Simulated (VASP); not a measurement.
Set up this calculation in VASP 6.6.1, as the native input.

| Property | Result |
| --- | --- |
| Task | single point |
| Functional | RPBE |
| Potentials or basis | VASP PAW PBE potentials, release 64 (Ta_pv, As, Au, O) |
| Cutoff | 520 eV |
| k mesh | 4 × 4 × 4 |
| Occupations | fermi-dirac, width 0.05 eV |
| Spin | no spin polarisation |
| Dipole correction | no |
| Further INCAR settings | LREAL = Auto; ALGO = Normal; EDIFF = 1e-06; NBANDS = 84 |

The structure of Ta3AsAu2O13 lies in POSCAR:

```
Ta3AsAu2O13
1.0
    5.2423700000      3.0266800000      4.1427300000
   -5.2423700000      3.0266800000      4.1427300000
    0.0000000000     -6.0533700000      4.1427300000
Ta As Au O
3 1 2 13
Direct
    0.2310800000      0.5722900000      0.2310800000
    0.2310800000      0.2310800000      0.5722900000
    0.5722900000      0.2310800000      0.2310800000
    0.5587800000      0.5587800000      0.5587800000
    0.9655900000      0.9655900000      0.9655900000
    0.7510500000      0.7510500000      0.7510500000
    0.4088400000      0.6676200000      0.4088400000
    0.4088400000      0.4088400000      0.6676200000
    0.6676200000      0.4088400000      0.4088400000
    0.4972600000      0.0131300000      0.3602400000
    0.3602400000      0.4972600000      0.0131300000
    0.0131300000      0.3602400000      0.4972600000
    0.3602400000      0.0131300000      0.4972600000
    0.0131300000      0.4972600000      0.3602400000
    0.4972600000      0.3602400000      0.0131300000
    0.1096300000      0.7480600000      0.1096300000
    0.1096300000      0.1096300000      0.7480600000
    0.7480600000      0.1096300000      0.1096300000
    0.3084000000      0.3084000000      0.3084000000
```

One way to write it, as run:

INCAR

```
SYSTEM = Ta3AsAu2O13
  PREC = Accurate
  ENCUT = 520
  EDIFF = 1E-6
  ISMEAR = -1
  SIGMA = 0.05
  LREAL = Auto
  LASPH = .TRUE.
  NELM = 100
  ALGO = Normal
  ISIF = 2
  LWAVE = .FALSE.
  LCHARG = .FALSE.
  GGA = RP
  NBANDS = 84
```

KPOINTS

```
regular mesh
0
G
  4 4 4
  0 0 0
```

Potentials or basis: VASP PAW PBE potentials, release 64 (Ta_pv, As, Au, O).

Command:

```sh
$ cat potpaw_PBE.64/Ta_pv/POTCAR potpaw_PBE.64/As/POTCAR potpaw_PBE.64/Au/POTCAR potpaw_PBE.64/O/POTCAR > POTCAR
$ mpirun -np 1 vasp_std > vasp.out
```

Results of the run:

```json
{"Pressure": "2.7 GPa", "Largest force": "0.383 eV/Å", "Band gap on the k mesh": "1.09 eV (least direct gap 1.13 eV)"}
```

Caveat: the PAW data sets were made with another functional, which shifts forces and pressure a little; spin-orbit coupling is left out, which moves the levels of the heavy elements.

Run time: 11 min on 1 thread of Intel(R) Xeon(R) Platinum 8259CL CPU @ 2.50GHz (Skylake/Cascade Lake), with other jobs on the host, peak memory 0.59 GiB.
